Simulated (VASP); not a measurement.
Set up this calculation in VASP 6.6.1, as the native input.

```
Task                   : single point
Functional             : PBE
Potentials or basis    : VASP PAW PBE potentials, release 64 (Be, Te)
Cutoff                 : 600 eV
k mesh                 : 6 × 6 × 6
Occupations            : gaussian, width 0.01 eV
Spin                   : no spin polarisation
Dipole correction      : no
Further INCAR settings : ALGO = Normal; EDIFF = 1e-06; NBANDS = 11
```

The structure of BeTe lies in POSCAR:

```
BeTe
1.0
    0.0000000000      2.6940710486      2.6940710486
    2.6940710486      0.0000000000      2.6940710486
    2.6940710486      2.6940710486      0.0000000000
Be Te
1 1
Direct
    0.0000000000      0.0000000000      0.0000000000
    0.2500000000      0.2500000000      0.2500000000
```

One way to write it, as run:

INCAR

```
SYSTEM = BeTe
ALGO = Normal
EDIFF = 1E-6
ENCUT = 600
GGA = PE
GGA_COMPAT = .False.
ISIF = 2
ISMEAR = 0
LASPH = .True.
LCHARG = .True.
LELF = .True.
LREAL = .False.
LVHAR = .True.
LWAVE = .False.
NBANDS = 11
NELM = 120
PREC = Accurate
SIGMA = 0.01
```

KPOINTS

```
k-points
0
Gamma
  6 6 6
  0 0 0
```

Potentials or basis: VASP PAW PBE potentials, release 64 (Be, Te).

Launch:

```console
$ cat potpaw_PBE.64/Be/POTCAR potpaw_PBE.64/Te/POTCAR > POTCAR
$ mpirun -np 1 vasp_std > vasp.out
```

It gave:

```json
{
 "Pressure": "11.7 GPa",
 "Band gap on the k mesh": "1.61 eV, indirect (least direct gap 3.47 eV)"
}
```

Caveat: spin-orbit coupling is left out, which moves the levels of the heavy elements.

Run time: 5.2 s on 1 thread of Intel(R) Xeon(R) 6975P-C (Granite Rapids), on a shared host, peak memory 0.16 GiB.
